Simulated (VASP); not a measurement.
# Ta2AlF3 (P6/mmm) in VASP: relaxation of cell and atoms with PBE

Aim: the relaxation of cell and atoms of Ta2AlF3 with PBE.

All numbers are computed with VASP 6.6.1; they aren't measurements. Logs are shortened: lines on timing, memory, paths and dates and some standing lists are left out, and cuts for length are marked.

## Step 1: The cell of the first run

Symmetry: P6/mmm, No. 191, hexagonal system. The conventional cell has a = 4.987 Å, b = 4.987 Å, c = 3.847 Å, α = 90.00°, β = 90.00°, γ = 120.00°. Ta (site symmetry -6m2) has 6 F at 2.40 Å and 3 Ta at 2.88 Å and 3 Al at 2.88 Å within 3.2 Å. Within 3.9 Å of Al (site symmetry 6/mmm) lie 6 Ta at 2.88 Å and 12 F at 3.15 Å and 2 Al at 3.85 Å. Within 3.2 Å of F (site symmetry mmm) lie 4 Ta at 2.40 Å and 4 F at 2.49 Å and 4 Al at 3.15 Å.

The cell was generated, and may not be a known phase.

## Step 2: Relaxation of cell and atoms, PBE

INCAR reads:

```
  PREC = Accurate
  ENCUT = 600
  EDIFF = 1E-6
  ISMEAR = 0
  SIGMA = 0.1
  LREAL = F
  LASPH = T
  NELM = 80
  ALGO = Normal
  ISIF = 3
  LWAVE = F
  LCHARG = F
  GGA = PE
  IBRION = 2
  NSW = 100
  EDIFFG = -0.01
```

KPOINTS reads:

```
regular mesh
0
Gamma
  12 12 10
```

POSCAR reads:

```
Ta2AlF3
1.0
    4.9873816960      0.0000000000      0.0000000000
   -2.4936908480      4.3191992471      0.0000000000
    0.0000000000      0.0000000000      3.8466775665
Ta Al F
2 1 3
Direct
    0.6666666667      0.3333333333      0.0000000000
    0.3333333333      0.6666666667      0.0000000000
    0.0000000000      0.0000000000      0.0000000000
    0.0000000000      0.5000000000      0.5000000000
    0.5000000000      0.0000000000      0.5000000000
    0.5000000000      0.5000000000      0.5000000000
```

Potentials or basis: VASP PAW PBE potentials, release 64 (Ta_pv, Al, F).

On the command line:

```console
> cat potpaw_PBE.64/Ta_pv/POTCAR potpaw_PBE.64/Al/POTCAR potpaw_PBE.64/F/POTCAR > POTCAR
> mpirun -np 1 vasp_std > vasp.out
```

OUTCAR:

```text
PREC = Accurate
   ENCUT = 600
   EDIFF = 1E-6
   ISMEAR = 0
   LREAL = F
   LASPH = T
   NELM = 80
   ISIF = 3
   GGA = PE
   IBRION = 2
   NSW = 100
   EDIFFG = -0.01

 ion  position               nearest neighbor table
   1  0.667  0.333  0.000-   5 2.40   5 2.40   4 2.40   4 2.40   6 2.40   6 2.40   2 2.88   3 2.88
                             2 2.88   3 2.88   3 2.88   2 2.88
   2  0.333  0.667  0.000-   5 2.40   5 2.40   4 2.40   4 2.40   6 2.40   6 2.40   1 2.88   3 2.88
                             1 2.88   3 2.88   3 2.88   1 2.88
   3  0.000  0.000  0.000-   1 2.88   2 2.88   2 2.88   1 2.88   1 2.88   2 2.88
   4  0.000  0.500  0.500-   1 2.40   2 2.40   1 2.40   2 2.40
   5  0.500  0.000  0.500-   1 2.40   2 2.40   1 2.40   2 2.40
   6  0.500  0.500  0.500-   1 2.40   2 2.40   1 2.40   2 2.40

  LATTYP: Found a hexagonal cell.
 ALAT       =     4.9873816960
 C/A-ratio  =     0.7712819674

  Lattice vectors:

 A1 = (   4.9873816960,   0.0000000000,   0.0000000000)
 A2 = (  -2.4936908480,   4.3191992471,   0.0000000000)
 A3 = (   0.0000000000,   0.0000000000,   3.8466775665)

Analysis of symmetry for initial positions (statically):
=====================================================================
 Subroutine PRICEL returns:
 Original cell was already a primitive cell.

 Routine SETGRP: Setting up the symmetry group for a
 hexagonal supercell.

 Subroutine GETGRP returns: Found 24 space group operations
 (whereof 24 operations were pure point group operations)
 out of a pool of 24 trial point group operations.

The static configuration has the point symmetry D_6h.

Analysis of symmetry for dynamics (positions and initial velocities):
=====================================================================
 Subroutine PRICEL returns:
 Original cell was already a primitive cell.

 Routine SETGRP: Setting up the symmetry group for a
 hexagonal supercell.

 Subroutine GETGRP returns: Found 24 space group operations
 (whereof 24 operations were pure point group operations)
 out of a pool of 24 trial point group operations.

[... 169 lines left out ...]

 VOLUME and BASIS-vectors are now :
 -----------------------------------------------------------------------------
  energy-cutoff  :      600.00
  volume of cell :       82.86
      direct lattice vectors                 reciprocal lattice vectors
     4.987381696  0.000000000  0.000000000     0.200506009  0.115762198  0.000000000
    -2.493690848  4.319199247  0.000000000     0.000000000  0.231524397  0.000000000
     0.000000000  0.000000000  3.846677566     0.000000000  0.000000000  0.259964601

 POSITION                                       TOTAL-FORCE (eV/Angst)
 -----------------------------------------------------------------------------------
      2.49369      1.43973      0.00000        -0.000000      0.000000      0.000000
     -0.00000      2.87947      0.00000         0.000000      0.000000     -0.000000
      0.00000      0.00000      0.00000        -0.000000      0.000000      0.000000
     -1.24685      2.15960      1.92334        -0.000000      0.000000      0.000000
      2.49369      0.00000      1.92334        -0.000000      0.000000      0.000000
      1.24685      2.15960      1.92334        -0.000000      0.000000      0.000000
 -----------------------------------------------------------------------------------
    total drift:                               -0.000000     -0.000000     -0.000000

  FREE ENERGIE OF THE ION-ELECTRON SYSTEM (eV)
  ---------------------------------------------------
  free  energy   TOTEN  =       -38.7276768562 eV

  energy  without entropy=      -38.7094638605  energy(sigma->0) =      -38.71857036

--------------------------------------- Ionic step        2  -------------------------------------------

 number of electron      46.0000010 magnetization

 Free energy of the ion-electron system (eV)
  ---------------------------------------------------
  ext. energy  EPLUGINS =         0.00000000
  ---------------------------------------------------
  free energy    TOTEN  =       -38.72788997 eV

  energy without entropy =      -38.70983620  energy(sigma->0) =      -38.71886309

 E-fermi :   5.9473     XC(G=0): -11.1290

 val. band max:        5.9398512062   @ k =   0.1667   0.0000   0.4000
 cond. band min:       5.9510968113   @ k =   0.4167  -0.0000   0.3000
 fundamental gap:      0.0112456050
 Fermi energy:         5.9473477742

 k-point     1 :       0.0000    0.0000    0.0000
  band No.  band energies     occupation
      1     -30.4047      2.00000
      2     -30.2732      2.00000
      3     -29.9105      2.00000
      4     -29.9105      2.00000
      5     -29.4042      2.00000
      6     -29.4042      2.00000
[... 709 lines left out ...]
     26       7.1971      0.00000
     27       7.6874      0.00000

 [... further k-points ...]

------------------------ aborting loop because EDIFF is reached ----------------------------------------

  FORCE on cell =-STRESS in cart. coord.  units (eV):
  Direction    XX          YY          ZZ          XY          YZ          ZX
  --------------------------------------------------------------------------------------
  -------------------------------------------------------------------------------------
  Total        0.0044936      0.0044936     -0.0079330     -0.0000000      0.0000000      0.0000000
  in kB        0.0868188      0.0868188     -0.1532689     -0.0000000      0.0000000      0.0000000
  external PRESSURE =       0.0067895 kB  Pullay stress =       0.0000000 kB

 VOLUME and BASIS-vectors are now :
 -----------------------------------------------------------------------------
  energy-cutoff  :      600.00
  volume of cell :       82.93
      direct lattice vectors                 reciprocal lattice vectors
     4.984919914  0.000000000  0.000000000     0.200605028  0.115819367  0.000000000
    -2.492459957  4.317067281 -0.000000000    -0.000000000  0.231638734  0.000000000
    -0.000000000 -0.000000000  3.853412461    -0.000000000  0.000000000  0.259510242

 POSITION                                       TOTAL-FORCE (eV/Angst)
 -----------------------------------------------------------------------------------
      2.49246      1.43902     -0.00000         0.000000      0.000000     -0.000000
     -0.00000      2.87804      3.85341        -0.000000     -0.000000      0.000000
      4.98492      0.00000      0.00000         0.000000     -0.000000     -0.000000
      3.73869      2.15853      1.92671         0.000000      0.000000     -0.000000
      2.49246     -0.00000      1.92671         0.000000     -0.000000     -0.000000
      1.24623      2.15853      1.92671         0.000000      0.000000     -0.000000
 -----------------------------------------------------------------------------------
    total drift:                               -0.000000     -0.000000     -0.000000

  FREE ENERGIE OF THE ION-ELECTRON SYSTEM (eV)
  ---------------------------------------------------
  free  energy   TOTEN  =       -38.7278899656 eV

  energy  without entropy=      -38.7098362050  energy(sigma->0) =      -38.71886309

 reached required accuracy - stopping structural energy minimisation
```

Run time: 3.1 min. Hardware: 1 thread of AMD EPYC 9R45 (Zen 5), shared host; peak memory 0.39 GiB.

Results:

```
Free energy                           : -38.7279 eV
Relaxed volume                        : 13.82 Å³/atom
Relaxed cell                          : a = 4.985 Å, b = 4.985 Å, c = 3.853 Å, α = 90.00°, β = 90.00°, γ = 120.00°
Space group after relaxing (to 0.1 Å) : P6/mmm (No. 191)
Energy gained by relaxing             : 0.0 meV/atom
Ionic steps                           : 2
Pressure after relaxing               : 0.0 GPa
Band gap on the k mesh                : zero (bands 23 and 24 overlap by 1.34 eV)
```

The path:
```csv
step,energy change (eV),largest force (eV/Å),pressure (GPa),volume (Å³)
1,0.0000,0.0000,0.06,82.86
2,-0.0002,0.0000,0.00,82.93
```

Final structure:
```
CELL_PARAMETERS angstrom
4.98492 0.00000 0.00000
-2.49246 4.31707 0.00000
0.00000 0.00000 3.85341
ATOMIC_POSITIONS crystal
Ta 0.66667 0.33333 0.00000
Ta 0.33333 0.66667 0.00000
Al 0.00000 0.00000 0.00000
F 0.00000 0.50000 0.50000
F 0.50000 0.00000 0.50000
F 0.50000 0.50000 0.50000
```

Levels at points of the mesh, in eV from the Fermi level:
| k point | band 19 | band 20 | band 21 | band 22 | band 23 | band 24 | band 25 | band 26 | band 27 |
| --- | --- | --- | --- | --- | --- | --- | --- | --- | --- |
| (0.00, 0.00, 0.00) | -5.67 | -1.76 | -1.76 | -0.41 | -0.30 | -0.30 | 0.82 | 0.82 | 1.96 |
| (0.50, 0.00, 0.00) | -4.34 | -4.07 | -2.34 | -1.80 | 0.67 | 1.01 | 1.51 | 1.52 | 1.60 |
| (0.00, 0.00, 0.50) | -5.18 | -2.59 | -2.59 | -0.46 | -0.14 | -0.14 | 0.61 | 0.61 | 1.33 |
| (0.50, 0.00, 0.50) | -5.08 | -2.77 | -2.11 | -1.40 | -0.38 | -0.15 | 1.13 | 1.35 | 2.18 |

Caveat: spin-orbit coupling is left out, which moves the levels of the heavy elements.
